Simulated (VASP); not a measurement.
# ZnO (an interface model) in VASP: notebook

ZnO (an interface model) is run at these levels: r2SCAN, PBEsol; tasks: single point.

Program: VASP 6.6.1. These are calculated values, not measurements. Logs are shortened: lines on timing, memory, paths and dates and some standing lists are left out, and cuts for length are marked.

## Step 1: The cell of the first run

The cell holds layers of an interface, 4 atoms: a = 3.230 Å, b = 3.230 Å, c = 5.215 Å, α = 90.00°, β = 90.00°, γ = 120.00°.

## Step 2: Single point, r2SCAN

The input, POSCAR:

```
ZnO
1.0
    3.2299240000      0.0000000000      0.0000000000
   -1.6149620000      2.7971960000      0.0000000000
    0.0000000000      0.0000000000      5.2145190000
Zn O
2 2
Direct
    0.6666670000      0.3333330000      0.4985410000
    0.3333330000      0.6666670000      0.9985410000
    0.3333330000      0.6666670000      0.3774590000
    0.6666670000      0.3333330000      0.8774590000
```

The input, INCAR.step1:

```
PREC = Accurate
ENCUT = 580
ISMEAR = -1
SIGMA = 0.05
LREAL = F
LASPH = T
NELM = 120
NBANDS = 26
GGA = PE
ALGO = Normal
EDIFF = 1E-5
LWAVE = T
LCHARG = F
GGA_COMPAT = F
```

The input, INCAR.step2:

```
PREC = Accurate
ENCUT = 580
EDIFF = 1E-6
ISMEAR = -1
SIGMA = 0.05
LREAL = F
LASPH = T
NELM = 120
ALGO = Normal
ISIF = 2
LWAVE = F
LCHARG = F
METAGGA = R2SCAN
LMIXTAU = T
NBANDS = 26
ISTART = 1
GGA_COMPAT = F
```

The input, KPOINTS:

```
Automatic mesh
0
Gamma
  4 4 2
```

Potentials or basis: VASP PAW PBE potentials, release 64 (Zn, O).

Run with:

```bash
cat potpaw_PBE.64/Zn/POTCAR potpaw_PBE.64/O/POTCAR > POTCAR
cp INCAR.step1 INCAR
mpirun -np 1 vasp_std > vasp.out
cp INCAR.step2 INCAR
mpirun -np 1 vasp_std > vasp.out
```

OUTCAR:

```text
PREC = Accurate
   ENCUT = 580
   EDIFF = 1E-6
   ISMEAR = -1
   LREAL = F
   LASPH = T
   NELM = 120
   ISIF = 2
   METAGGA = R2SCAN
   ISTART = 1

 ion  position               nearest neighbor table
   1  0.667  0.333  0.499-   3 1.97   3 1.97   3 1.97   4 1.98
   2  0.333  0.667  0.999-   4 1.97   4 1.97   4 1.97   3 1.98
   3  0.333  0.667  0.377-   1 1.97   1 1.97   1 1.97   2 1.98
   4  0.667  0.333  0.877-   2 1.97   2 1.97   2 1.97   1 1.98

  LATTYP: Found a hexagonal cell.
 ALAT       =     3.2299240000
 C/A-ratio  =     1.6144401540

  Lattice vectors:

 A1 = (   3.2299240000,   0.0000000000,   0.0000000000)
 A2 = (  -1.6149620000,   2.7971960000,   0.0000000000)
 A3 = (   0.0000000000,   0.0000000000,   5.2145190000)

Analysis of symmetry for initial positions (statically):
=====================================================================
 Subroutine PRICEL returns:
 Original cell was already a primitive cell.

 Routine SETGRP: Setting up the symmetry group for a
 hexagonal supercell.

 Subroutine GETGRP returns: Found 12 space group operations
 (whereof  6 operations were pure point group operations)
 out of a pool of 24 trial point group operations.

The static configuration has the point symmetry C_3v.
 The point group associated with its full space group is C_6v.

Analysis of symmetry for dynamics (positions and initial velocities):
=====================================================================
 Subroutine PRICEL returns:
 Original cell was already a primitive cell.

 Routine SETGRP: Setting up the symmetry group for a
 hexagonal supercell.

 Subroutine GETGRP returns: Found 12 space group operations
 (whereof  6 operations were pure point group operations)
 out of a pool of 24 trial point group operations.

The dynamic configuration has the point symmetry C_3v.
 The point group associated with its full space group is C_6v.

 Subroutine INISYM returns: Found 12 space group operations
 (whereof  6 operations are pure point group operations),
 and found     1 'primitive' translations

----------------------------------------------------------------------------------------

                                     Primitive cell

  volume of cell :      47.1118

  direct lattice vectors                    reciprocal lattice vectors
[... 72 lines left out ...]
   ENCUT  =  580.0 eV  42.63 Ry    6.53 a.u.   6.34  6.34 10.24*2*pi/ulx,y,z
   NELM   =    120;   NELMIN=  2; NELMDL=  0     # of ELM steps
   EDIFF  = 0.1E-05   stopping-criterion for ELM
   LREAL  =      F    real-space projection
   EDIFFG = 0.1E-04   stopping-criterion for IOM
   NSW    =      0    number of steps for IOM
   IBRION =     -1    ionic relax: 0-MD 1-quasi-New 2-CG
   NFREE  =      0    steps in history (QN), initial steepest desc. (CG)
   ISIF   =      2    stress and relaxation
   ISYM   =      2    0-nonsym 1-usesym 2-fastsym
   POTIM  = 0.5000    time-step for ionic-motion
   TEBEG  =    0.0;   TEEND  =   0.0 temperature during run
   PSTRESS=    0.0 pullay stress
   NELECT =      36.0000    total number of electrons
   NUPDOWN=      -1.0000    fix difference up-down
   EMIN   =  10.00;   EMAX   =-10.00  energy-range for DOS
   EFERMI =   0.00;   METHOD = LEGACY
   ISMEAR =    -1;   SIGMA  =   0.05  broadening in eV -4-tet -1-fermi 0-gaus
   EFERMI_NEDOS =   21; number of points for ismear=-14 and -15
   IALGO  =     38    algorithm
   IMIX   =      4    mixing-type and parameters
     AMIX     =   0.40;   BMIX     =  1.00
     AMIX_MAG =   1.60;   BMIX_MAG =  1.00
  volume/ion in A,a.u.               =      11.78        79.48
  Fermi-wavevector in a.u.,A,eV,Ry     =   1.496692  2.828338 30.478244  2.240088
  Thomas-Fermi vector in A             =   2.608676
   LORBIT       =      0    0 simple, 1 ext, 2 COOP (PROOUT), +10 PAW based schemes
   METAGGA = R2SCAN    functional components
   LHFCALC =     F    Hartree Fock is set to
   AEXX    =    0.0000 exact exchange contribution
   IVDW    =     0    specifies the selected vdW correction
   LEPSILON=     F    determine dielectric tensor
   LRPA    =     F    only Hartree local field effects (RPA)
 non-spin polarized calculation
  energy-cutoff  :      580.00
  volume of cell :       47.11
 maximum number of plane-waves:      1520
 NGX is ok and might be reduce to    28
   NGX = 13   NGY = 13   NGZ = 21

 number of electron      36.0000007 magnetization

 Free energy of the ion-electron system (eV)
  ---------------------------------------------------
  ext. energy  EPLUGINS =         0.00000000
  ---------------------------------------------------
  free energy    TOTEN  =       -36.29466429 eV

  energy without entropy =      -36.29466373  energy(sigma->0) =      -36.29466401

 E-fermi :   1.5899     XC(G=0): -11.7191

 val. band max:        0.9567475632   @ k =   0.0000   0.0000   0.0000
 cond. band min:       2.1847411664   @ k =   0.0000   0.0000   0.0000
 fundamental gap:      1.2279936031
 Fermi energy:         1.5898934292

 k-point     1 :       0.0000    0.0000    0.0000
  band No.  band energies     occupation
      1     -18.2114      2.00000
      2     -17.5132      2.00000
      3      -4.9201      2.00000
      4      -4.9201      2.00000
      5      -4.8755      2.00000
      6      -4.8341      2.00000
[... 221 lines left out ...]
     25      16.1211      0.00000
     26      16.1211      0.00000

------------------------ aborting loop because EDIFF is reached ----------------------------------------

  FORCE on cell =-STRESS in cart. coord.  units (eV):
  Direction    XX          YY          ZZ          XY          YZ          ZX
  --------------------------------------------------------------------------------------
  -------------------------------------------------------------------------------------
  Total        0.3601851      0.3601850      0.1863521      0.0000000      0.0000000      0.0000000
  in kB       12.2491752     12.2491731      6.3374627      0.0000000      0.0000000      0.0000000
  external PRESSURE =      10.2786037 kB  Pullay stress =       0.0000000 kB

 VOLUME and BASIS-vectors are now :
 -----------------------------------------------------------------------------
  energy-cutoff  :      580.00
  volume of cell :       47.11
      direct lattice vectors                 reciprocal lattice vectors
     3.229924000  0.000000000  0.000000000     0.309604808  0.178750434  0.000000000
    -1.614962000  2.797196000  0.000000000     0.000000000  0.357500869  0.000000000
     0.000000000  0.000000000  5.214519000     0.000000000  0.000000000  0.191772242

 POSITION                                       TOTAL-FORCE (eV/Angst)
 -----------------------------------------------------------------------------------
      1.61496      0.93240      2.59965        -0.000000      0.000000      0.002543
     -0.00000      1.86480      5.20691        -0.000000     -0.000000      0.002543
     -0.00000      1.86480      1.96827         0.000000      0.000000     -0.002543
      1.61496      0.93240      4.57553        -0.000000      0.000000     -0.002543
 -----------------------------------------------------------------------------------
    total drift:                               -0.001575      0.000909      0.035945

  FREE ENERGIE OF THE ION-ELECTRON SYSTEM (eV)
  ---------------------------------------------------
  free  energy   TOTEN  =       -36.2946642936 eV

  energy  without entropy=      -36.2946637252  energy(sigma->0) =      -36.29466401
```

OUTCAR.step1:

```text
PREC = Accurate
   ENCUT = 580
   ISMEAR = -1
   LREAL = F
   LASPH = T
[... 443 lines left out ...]
      1.61496      0.93240      2.59965        -0.000000      0.000000      0.002353
     -0.00000      1.86480      5.20691         0.000000     -0.000000      0.002353
     -0.00000      1.86480      1.96827         0.000000     -0.000000     -0.002353
      1.61496      0.93240      4.57553        -0.000000      0.000000     -0.002353
 -----------------------------------------------------------------------------------
    total drift:                               -0.001586      0.000916      0.000864

  FREE ENERGIE OF THE ION-ELECTRON SYSTEM (eV)
  ---------------------------------------------------
  free  energy   TOTEN  =       -17.7762668380 eV

  energy  without entropy=      -17.7762346386  energy(sigma->0) =      -17.77625074
```

It took 38 s on 1 thread of Intel Xeon 6975P-C (Granite Rapids), shared host; peak memory 0.18 GiB.

What came out:

| Property | Result |
| --- | --- |
| Free energy | -36.2947 eV |
| Pressure | 1.0 GPa |
| Band gap on the k mesh | 1.23 eV, direct |

Forces on the atoms (eV/Å):
```
Zn   0.000  0.000  0.003
Zn   0.000  0.000  0.003
O    0.000  0.000 -0.003
O    0.000  0.000 -0.003
```

Levels at points of the mesh, in eV from the valence-band top:
```csv
k point,band 15,band 16,band 17,band 18,band 19,band 20,band 21,band 22
"(0.00, 0.00, 0.00)",-0.82,-0.10,0.00,0.00,1.23,5.89,8.82,13.76
"(0.50, 0.00, 0.00)",-2.89,-2.34,-1.32,-0.87,6.44,7.36,8.06,9.35
"(0.00, 0.00, 0.50)",-0.41,-0.41,-0.41,-0.41,3.93,3.93,10.82,10.82
"(0.50, 0.00, 0.50)",-1.56,-1.56,-1.43,-1.43,6.24,6.24,9.20,9.20
```

Caveat: the k points lie up to 0.60 Å⁻¹ apart; the PAW data sets were made with another functional, which shifts forces and pressure a little.

## Step 3: Single point, PBEsol

The input, INCAR:

```
SYSTEM = ZnO
  PREC = Accurate
  ENCUT = 520
  EDIFF = 1E-6
  ISMEAR = -1
  SIGMA = 0.05
  LREAL = .FALSE.
  LASPH = .TRUE.
  NELM = 120
  ALGO = Normal
  ISIF = 2
  LWAVE = .FALSE.
  LCHARG = .FALSE.
  GGA = PS
  NBANDS = 26
  GGA_COMPAT = .FALSE.
```

The input, KPOINTS:

```
regular mesh
0
G
  6 6 4
  0 0 0
```

The input, POSCAR:

```
ZnO
1.0
    3.2299238636      0.0000000000      0.0000000000
   -1.6149619318      2.7971961181      0.0000000000
    0.0000000000      0.0000000000      5.2145190000
Zn O
2 2
Direct
    0.6666667000      0.3333333000      0.4985410000
    0.3333333000      0.6666667000      0.9985410000
    0.3333333000      0.6666667000      0.3774590000
    0.6666667000      0.3333333000      0.8774590000
```

Potentials or basis: VASP PAW PBE potentials, release 64 (Zn, O).

Run with:

```bash
cat potpaw_PBE.64/Zn/POTCAR potpaw_PBE.64/O/POTCAR > POTCAR
mpirun -np 1 vasp_std > vasp.out
```

Run time: 13 s. Hardware: 1 thread of Intel Xeon 6975P-C (Granite Rapids), shared host; peak memory 0.16 GiB.

Results (log left out):

- Free energy: -19.4080 eV
- Pressure: 0.7 GPa
- Band gap on the k mesh: 0.69 eV, direct

Levels at points of the mesh, in eV from the valence-band top:
```
           k point  band 15  band 16  band 17  band 18  band 19  band 20  band 21  band 22
(0.00, 0.00, 0.00)    -0.81    -0.09     0.00     0.00     0.69     5.15     8.10    12.83
(0.50, 0.00, 0.00)    -2.89    -2.32    -1.33    -0.86     5.73     6.72     7.43     8.51
(0.00, 0.00, 0.50)    -0.40    -0.40    -0.40    -0.40     3.38     3.38     9.96     9.96
(0.50, 0.00, 0.50)    -1.54    -1.54    -1.42    -1.42     5.57     5.57     8.40     8.40
```

Caveat: the PAW data sets were made with another functional, which shifts forces and pressure a little.
